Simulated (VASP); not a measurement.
# Li2Se (Fm-3m) in VASP: notebook

The runs below take Li2Se through single point, with PBEsol.

Program: VASP 6.6.1. These are calculated values, not measurements. Logs are shortened: lines on timing, memory, paths and dates and some standing lists are left out, and cuts for length are marked.

**1. The cell of the first run**

Symmetry: Fm-3m, No. 225, cubic system. Conventional cell: a = 5.840 Å, b = 5.840 Å, c = 5.840 Å, α = 90.00°, β = 90.00°, γ = 90.00°. Within 3.3 Å of Li (site symmetry -43m) lie 4 Se at 2.53 Å and 6 Li at 2.92 Å. Se (site symmetry m-3m) has 8 Li at 2.53 Å within 3.3 Å.

**2. Single point, PBEsol**

INCAR reads:

```
PREC = Accurate
ENCUT = 750
EDIFF = 1E-6
ISMEAR = 0
SIGMA = 0.01
LREAL = False
LASPH = True
NELM = 120
ALGO = Normal
ISIF = 2
LWAVE = False
LCHARG = False
GGA = PS
NBANDS = 13
GGA_COMPAT = False
```

KPOINTS reads:

```
Automatic mesh
0
Gamma
  5 5 5
```

POSCAR reads:

```
Li2Se
1.0
    0.0000000000      2.9201979507      2.9201979507
    2.9201979507      0.0000000000      2.9201979507
    2.9201979507      2.9201979507      0.0000000000
Li Se
2 1
Direct
    0.2500000000      0.2500000000      0.2500000000
    0.7500000000      0.7500000000      0.7500000000
    0.0000000000      0.0000000000      0.0000000000
```

Potentials or basis: VASP PAW PBE potentials, release 64 (Li_sv, Se).

On the command line:

```bash
$ cat potpaw_PBE.64/Li_sv/POTCAR potpaw_PBE.64/Se/POTCAR > POTCAR
$ mpirun -np 1 vasp_std > vasp.out
```

OUTCAR:

```text
PREC = Accurate
   ENCUT = 750
   EDIFF = 1E-6
   ISMEAR = 0
   LREAL = False
   LASPH = True
   NELM = 120
   ISIF = 2
   GGA = PS

 ion  position               nearest neighbor table
   1  0.250  0.250  0.250-   3 2.53   3 2.53   3 2.53   3 2.53
   2  0.750  0.750  0.750-   3 2.53   3 2.53   3 2.53   3 2.53
   3  0.000  0.000  0.000-   2 2.53   2 2.53   2 2.53   1 2.53   1 2.53   1 2.53   2 2.53   1 2.53

  LATTYP: Found a face centered cubic cell.
 ALAT       =     5.8403959014

  Lattice vectors:

 A1 = (   0.0000000000,   2.9201979507,   2.9201979507)
 A2 = (   2.9201979507,   0.0000000000,   2.9201979507)
 A3 = (   2.9201979507,   2.9201979507,   0.0000000000)

Analysis of symmetry for initial positions (statically):
=====================================================================
 Subroutine PRICEL returns:
 Original cell was already a primitive cell.

 Routine SETGRP: Setting up the symmetry group for a
 face centered cubic supercell.

 Subroutine GETGRP returns: Found 48 space group operations
 (whereof 48 operations were pure point group operations)
 out of a pool of 48 trial point group operations.

The static configuration has the point symmetry O_h .

Analysis of symmetry for dynamics (positions and initial velocities):
=====================================================================
 Subroutine PRICEL returns:
 Original cell was already a primitive cell.

 Routine SETGRP: Setting up the symmetry group for a
 face centered cubic supercell.

 Subroutine GETGRP returns: Found 48 space group operations
 (whereof 48 operations were pure point group operations)
 out of a pool of 48 trial point group operations.

The dynamic configuration has the point symmetry O_h .

 Subroutine INISYM returns: Found 48 space group operations
 (whereof 48 operations are pure point group operations),
 and found     1 'primitive' translations

----------------------------------------------------------------------------------------

                                     Primitive cell

  volume of cell :      49.8043

  direct lattice vectors                    reciprocal lattice vectors
     0.000000000  2.920197951  2.920197951    -0.171221269  0.171221269  0.171221269
     2.920197951  0.000000000  2.920197951     0.171221269 -0.171221269  0.171221269
     2.920197951  2.920197951  0.000000000     0.171221269  0.171221269 -0.171221269

  length of vectors
     4.129783547  4.129783547  4.129783547     0.296563938  0.296563938  0.296563938

  position of ions in fractional coordinates (direct lattice)
     0.250000000  0.250000000  0.250000000
     0.750000000  0.750000000  0.750000000
     0.000000000  0.000000000  0.000000000

  ion indices of the primitive-cell ions
   primitive index   ion index
                 1           1
                 2           2
                 3           3

----------------------------------------------------------------------------------------

 KPOINTS: Automatic mesh

Automatic generation of k-mesh.
 Grid dimensions read from file:
 generate k-points for:    5    5    5

 Generating k-lattice:

  Cartesian coordinates                     Fractional coordinates (reciprocal lattice)
    -0.034244254  0.034244254  0.034244254     0.200000000  0.000000000  0.000000000
     0.034244254 -0.034244254  0.034244254     0.000000000  0.200000000  0.000000000
     0.034244254  0.034244254 -0.034244254     0.000000000  0.000000000  0.200000000

  Length of vectors
     0.059312788  0.059312788  0.059312788

  Shift w.r.t. Gamma in fractional coordinates (k-lattice)
     0.000000000  0.000000000  0.000000000

 Subroutine IBZKPT returns following result:
 ===========================================

 Found     10 irreducible k-points:

 Following reciprocal coordinates:
            Coordinates               Weight
  0.000000  0.000000  0.000000      1.000000
  0.200000  0.000000  0.000000      8.000000
  0.400000  0.000000  0.000000      8.000000
  0.200000  0.200000  0.000000      6.000000
  0.400000  0.200000  0.000000     24.000000
 -0.400000  0.200000  0.000000     24.000000
 -0.200000  0.200000  0.000000     12.000000
  0.400000  0.400000  0.000000      6.000000
 -0.400000  0.400000  0.000000     12.000000
 -0.400000  0.400000  0.200000     24.000000
   k-points           NKPTS =     10   k-points in BZ     NKDIM =     10   number of bands    NBANDS=     13
   number of dos      NEDOS =    301   number of ions     NIONS =      3
   total plane-waves  NPLWV =  64000
   dimension x,y,z NGX =    40 NGY =   40 NGZ =   40
   dimension x,y,z NGXF=    80 NGYF=   80 NGZF=   80
   ions per type =               2   1
   NGX,Y,Z   is equivalent  to a cutoff of  16.10, 16.10, 16.10 a.u.
   NGXF,Y,Z  is equivalent  to a cutoff of  32.20, 32.20, 32.20 a.u.
 SYSTEM =  unknown system
   PREC   = accura    normal or accurate (medium, high low for compatibility)
   ISTART =      0    job   : 0-new  1-cont  2-samecut
   ICHARG =      2    charge: 1-file 2-atom 10-const
   ISPIN  =      1    spin polarized calculation?
   LNONCOLLINEAR =      F non collinear calculations
   LSORBIT =      F    spin-orbit coupling
   LASPH  =      T    aspherical Exc in radial PAW
   ENCUT  =  750.0 eV  55.12 Ry    7.42 a.u.   9.22  9.22  9.22*2*pi/ulx,y,z
   NELM   =    120;   NELMIN=  2; NELMDL= -5     # of ELM steps
   EDIFF  = 0.1E-05   stopping-criterion for ELM
   LREAL  =      F    real-space projection
   EDIFFG = 0.1E-04   stopping-criterion for IOM
   NSW    =      0    number of steps for IOM
   IBRION =     -1    ionic relax: 0-MD 1-quasi-New 2-CG
   NFREE  =      0    steps in history (QN), initial steepest desc. (CG)
   ISIF   =      2    stress and relaxation
   ISYM   =      2    0-nonsym 1-usesym 2-fastsym
   POTIM  = 0.5000    time-step for ionic-motion
   TEBEG  =    0.0;   TEEND  =   0.0 temperature during run
   PSTRESS=    0.0 pullay stress
   NELECT =      12.0000    total number of electrons
   NUPDOWN=      -1.0000    fix difference up-down
   EMIN   =  10.00;   EMAX   =-10.00  energy-range for DOS
   EFERMI =   0.00;   METHOD = LEGACY
   ISMEAR =     0;   SIGMA  =   0.01  broadening in eV -4-tet -1-fermi 0-gaus
   EFERMI_NEDOS =   21; number of points for ismear=-14 and -15
   IALGO  =     38    algorithm
   IMIX   =      4    mixing-type and parameters
     AMIX     =   0.40;   BMIX     =  1.00
     AMIX_MAG =   1.60;   BMIX_MAG =  1.00
  volume/ion in A,a.u.               =      16.60       112.03
  Fermi-wavevector in a.u.,A,eV,Ry     =   1.018700  1.925064 14.119441  1.037750
  Thomas-Fermi vector in A             =   2.152172
   LORBIT       =      0    0 simple, 1 ext, 2 COOP (PROOUT), +10 PAW based schemes
   GGA     = PS    functional components
   LHFCALC =     F    Hartree Fock is set to
   AEXX    =    0.0000 exact exchange contribution
   IVDW    =     0    specifies the selected vdW correction
   LEPSILON=     F    determine dielectric tensor
   LRPA    =     F    only Hartree local field effects (RPA)
 non-spin polarized calculation
 Gauss-broadening in eV      SIGMA  =   0.01
  energy-cutoff  :      750.00
  volume of cell :       49.80
 maximum number of plane-waves:      2337
 NGX is ok and might be reduce to    40
   NGX = 19   NGY = 19   NGZ = 19

 number of electron      11.9999998 magnetization

 Free energy of the ion-electron system (eV)
  ---------------------------------------------------
  ext. energy  EPLUGINS =         0.00000000
  ---------------------------------------------------
  free energy    TOTEN  =       -11.53858281 eV

  energy without entropy =      -11.53858281  energy(sigma->0) =      -11.53858281

 E-fermi :   1.4667     XC(G=0):  -8.6913

 val. band max:        1.4151168738   @ k =   0.0000   0.0000   0.0000
 cond. band min:       4.4559357403   @ k =   0.4000   0.4000   0.0000
 fundamental gap:      3.0408188665
 Fermi energy:         1.4667243222

 k-point     1 :       0.0000    0.0000    0.0000
  band No.  band energies     occupation
      1     -42.4859      2.00000
      2     -42.4499      2.00000
      3     -10.2281      2.00000
      4       1.4151      2.00000
      5       1.4151      2.00000
      6       1.4151      2.00000
      7       5.0105      0.00000
      8       7.0093      0.00000
      9       7.0093      0.00000
     10       7.0093      0.00000
     11      12.2086      0.00000
     12      12.2086      0.00000
     13      12.5413      0.00000

 k-point     2 :       0.2000    0.0000    0.0000
  band No.  band energies     occupation
      1     -42.4822      2.00000
      2     -42.4532      2.00000
      3     -10.0908      2.00000
      4      -0.0631      2.00000
      5       1.1762      2.00000
      6       1.1762      2.00000
      7       5.9186      0.00000
      8       7.5026      0.00000
      9       7.5026      0.00000
     10       8.0667      0.00000
     11      10.5379      0.00000
     12      10.5379      0.00000
     13      12.9198      0.00000

 k-point     3 :       0.4000    0.0000    0.0000
  band No.  band energies     occupation
      1     -42.4728      2.00000
      2     -42.4617      2.00000
      3      -9.8414      2.00000
      4      -1.6000      2.00000
      5       0.8636      2.00000
      6       0.8636      2.00000
      7       6.6623      0.00000
      8       7.4156      0.00000
      9       7.4156      0.00000
     10       9.3850      0.00000
     11      12.0577      0.00000
     12      12.0577      0.00000
     13      14.1535      0.00000
[... 81 lines left out ...]
 k-point     9 :      -0.4000    0.4000    0.0000
  band No.  band energies     occupation
      1     -42.4707      2.00000
      2     -42.4633      2.00000
      3      -9.6645      2.00000
      4      -0.9417      2.00000
      5      -0.7663      2.00000
      6      -0.0229      2.00000
      7       5.0739      0.00000
      8       8.4893      0.00000
      9      10.6573      0.00000
     10      11.0084      0.00000
     11      12.0476      0.00000
     12      12.1089      0.00000
     13      14.8101      0.00000

 k-point    10 :      -0.4000    0.4000    0.2000
  band No.  band energies     occupation
      1     -42.4700      2.00000
      2     -42.4640      2.00000
      3      -9.6941      2.00000
      4      -1.0918      2.00000
      5      -0.4628      2.00000
      6      -0.0644      2.00000
      7       6.2902      0.00000
      8       7.9972      0.00000
      9       8.9729      0.00000
     10      11.2449      0.00000
     11      11.4634      0.00000
     12      12.0990      0.00000
     13      15.1821      0.00000

------------------------ aborting loop because EDIFF is reached ----------------------------------------

  FORCE on cell =-STRESS in cart. coord.  units (eV):
  Direction    XX          YY          ZZ          XY          YZ          ZX
  --------------------------------------------------------------------------------------
  -------------------------------------------------------------------------------------
  Total        0.6609849      0.6609849      0.6609849     -0.0000000      0.0000000     -0.0000000
  in kB       21.2635244     21.2635244     21.2635244     -0.0000000      0.0000000     -0.0000000
  external PRESSURE =      21.2635244 kB  Pullay stress =       0.0000000 kB

 VOLUME and BASIS-vectors are now :
 -----------------------------------------------------------------------------
  energy-cutoff  :      750.00
  volume of cell :       49.80
      direct lattice vectors                 reciprocal lattice vectors
     0.000000000  2.920197951  2.920197951    -0.171221269  0.171221269  0.171221269
     2.920197951  0.000000000  2.920197951     0.171221269 -0.171221269  0.171221269
     2.920197951  2.920197951  0.000000000     0.171221269  0.171221269 -0.171221269

 POSITION                                       TOTAL-FORCE (eV/Angst)
 -----------------------------------------------------------------------------------
      1.46010      1.46010      1.46010         0.000000      0.000000      0.000000
      4.38030      4.38030      4.38030        -0.000000     -0.000000     -0.000000
      0.00000      0.00000      0.00000         0.000000     -0.000000     -0.000000
 -----------------------------------------------------------------------------------
    total drift:                                0.000000     -0.000000      0.000000

  FREE ENERGIE OF THE ION-ELECTRON SYSTEM (eV)
  ---------------------------------------------------
  free  energy   TOTEN  =       -11.5385828077 eV

  energy  without entropy=      -11.5385828077  energy(sigma->0) =      -11.53858281
```

Wall time 25 s (1 thread of AMD EPYC 7R13, shared host); peak memory 0.2 GiB.

Results:

| Quantity | Value |
| --- | --- |
| Free energy | -11.5386 eV |
| Pressure | 2.1 GPa |
| Band gap on the k mesh | 3.04 eV, indirect (least direct gap 3.60 eV) |

Caveat: the PAW data sets were made with another functional, which shifts forces and pressure a little.

**3. Single point, PBEsol**

This run uses another cell than the first one, of 17.32 Å³/atom, 1.043 times its volume.

INCAR reads:

```
PREC = Accurate
ENCUT = 750
EDIFF = 1E-6
ISMEAR = 0
SIGMA = 0.01
LREAL = F
LASPH = T
NELM = 120
ALGO = Normal
ISIF = 2
LWAVE = F
LCHARG = F
GGA = PS
NBANDS = 13
GGA_COMPAT = F
```

KPOINTS is that of step 2.

POSCAR reads:

```
Li2Se
1.0
    0.0000000000      2.9619207013      2.9619207013
    2.9619207013      0.0000000000      2.9619207013
    2.9619207013      2.9619207013      0.0000000000
Li Se
2 1
Direct
    0.2500000000      0.2500000000      0.2500000000
    0.7500000000      0.7500000000      0.7500000000
    0.0000000000      0.0000000000      0.0000000000
```

Potentials or basis: VASP PAW PBE potentials, release 64 (Li_sv, Se).

On the command line:

```bash
$ cat potpaw_PBE.64/Li_sv/POTCAR potpaw_PBE.64/Se/POTCAR > POTCAR
$ mpirun -np 1 vasp_std > vasp.out
```

Wall time 27 s (1 thread of AMD EPYC 7R13, shared host); peak memory 0.2 GiB.

Results (log left out):

```
Free energy            : -11.5565 eV
Pressure               : 0.4 GPa
Band gap on the k mesh : 3.07 eV, indirect (least direct gap 3.41 eV)
```

Levels at points of the mesh, in eV from the valence-band top:
```
           k point  band 4  band 5  band 6  band 7  band 8  band 9
(0.00, 0.00, 0.00)    0.00    0.00    0.00    3.41    5.58    5.58
```

Caveat: the PAW data sets were made with another functional, which shifts forces and pressure a little. A k mesh can miss the band edges.

**4. Single point, PBEsol**

This run uses another cell than the first one, of 18.05 Å³/atom, 1.087 times its volume.

INCAR reads:

```
ALGO = Normal
EDIFF = 1E-6
ENCUT = 750
GGA = PS
GGA_COMPAT = False
ISIF = 2
ISMEAR = 0
LASPH = True
LCHARG = False
LREAL = False
LWAVE = False
NBANDS = 13
NELM = 120
PREC = Accurate
SIGMA = 0.01
```

KPOINTS reads:

```
k-points
0
Gamma
  5 5 5
```

POSCAR reads:

```
Li2Se
1.0
    0.0000000000      3.0025000000      3.0025000000
    3.0025000000      0.0000000000      3.0025000000
    3.0025000000      3.0025000000      0.0000000000
Li Se
2 1
Direct
    0.2500000000      0.2500000000      0.2500000000
    0.7500000000      0.7500000000      0.7500000000
    0.0000000000      0.0000000000      0.0000000000
```

On the command line:

```bash
$ cat potpaw_PBE.64/Li_sv/POTCAR potpaw_PBE.64/Se/POTCAR > POTCAR
$ mpirun -np 1 vasp_std > vasp.out
```

Wall time 30 s (1 thread of AMD EPYC 7R13, shared host); peak memory 0.2 GiB.

Results (log left out):

- Free energy: -11.5533 eV
- Pressure: -1.0 GPa
- Band gap on the k mesh: 3.09 eV, indirect (least direct gap 3.24 eV)

Levels at points of the mesh, in eV from the valence-band top:
```
           k point  band 3  band 4  band 5  band 6  band 7  band 8  band 9  band 10
(0.00, 0.00, 0.00)  -11.41    0.00    0.00    0.00    3.24    5.57    5.57     5.57
```

Caveat: the PAW data sets were made with another functional, which shifts forces and pressure a little.

**5. Summary**

```tsv
cell	gap on the mesh (eV)	pressure (GPa)
a = 4.130 Å, angles 60.0°, 3 atoms	3.04	2.1
a = 4.189 Å, angles 60.0°, 3 atoms	3.07	0.4
a = 4.246 Å, angles 60.0°, 3 atoms	3.09	-1.0
```

Alike in all rows: task single point; level PBEsol; potentials or basis VASP PAW PBE potentials, release 64 (Li_sv, Se); no spin polarisation; k mesh 5 × 5 × 5; cutoff (eV) 750; smearing gaussian 0.01 eV.

Caveats: the PAW data sets were made with another functional, which shifts forces and pressure a little.

Absolute energies hang on the potentials; compare differences alone.
